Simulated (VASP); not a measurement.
Here is a VASP 6.6.1 calculation.

The input INCAR:

```
SYSTEM = AlH7
PREC     = Accurate       ! precision mode
ENCUT    = 520            ! plane-wave cutoff, eV
EDIFF    = 1E-6           ! SCF threshold, eV
ISMEAR   = 0              ! smearing method
SIGMA    = 0.02           ! smearing width, eV
LREAL    = .False.        ! projectors in reciprocal space
LASPH    = .True.         ! aspherical terms in the spheres
NELM     = 60             ! most SCF steps
ALGO     = Normal         ! electronic algorithm
ISIF     = 2              ! what is computed and relaxed
LWAVE    = .False.        ! write WAVECAR
LCHARG   = .False.        ! write CHGCAR
GGA      = PE             ! functional
NBANDS   = 15             ! bands
```

File KPOINTS:

```
Automatic mesh
0
Gamma
  10 4 4
  0 0 0
```

Contents of POSCAR:

```
AlH7
1.0
    2.5997770741     -0.0156973007     -0.0252842053
   -0.2115421093      6.8934637804     -0.1220611452
   -0.1622587062     -3.1576098340      6.3981074588
Al H
1 7
Direct
    0.4316908813      0.5529767077      0.5481137579
    0.5179142274      0.1750550841      0.9261525121
    0.6274861367      0.8012419553      0.1270207695
    0.5053105318      0.9089522491      0.1677053789
    0.6396538632      0.1398559554      0.8223449316
    0.9398478667      0.5132517371      0.6976655650
    0.9448974576      0.7122820093      0.5169311855
    0.3931990352      0.3347354420      0.3324170395
```

Potentials or basis: VASP PAW PBE potentials, release 64 (Al, H).

Command:

```bash
$ cat potpaw_PBE.64/Al/POTCAR potpaw_PBE.64/H/POTCAR > POTCAR
$ mpirun -np 1 vasp_std > vasp.out
```

Predict the band gap on the k mesh.

3.16 eV, indirect (least direct gap 3.18 eV).

Predict the largest force.

0.012 eV/Å.

Predict the pressure.

-0.1 GPa.

Forces on the atoms (eV/Å):
```
Al   0.003 -0.002 -0.003
H    0.005  0.000 -0.009
H   -0.005  0.009  0.004
H    0.005 -0.009 -0.004
H   -0.005  0.000  0.009
H   -0.002  0.002  0.000
H   -0.002 -0.001  0.002
H    0.000  0.001  0.002
```

A k mesh can miss the band edges. PBE gaps usually lie below the measured ones, often by a third to a half.
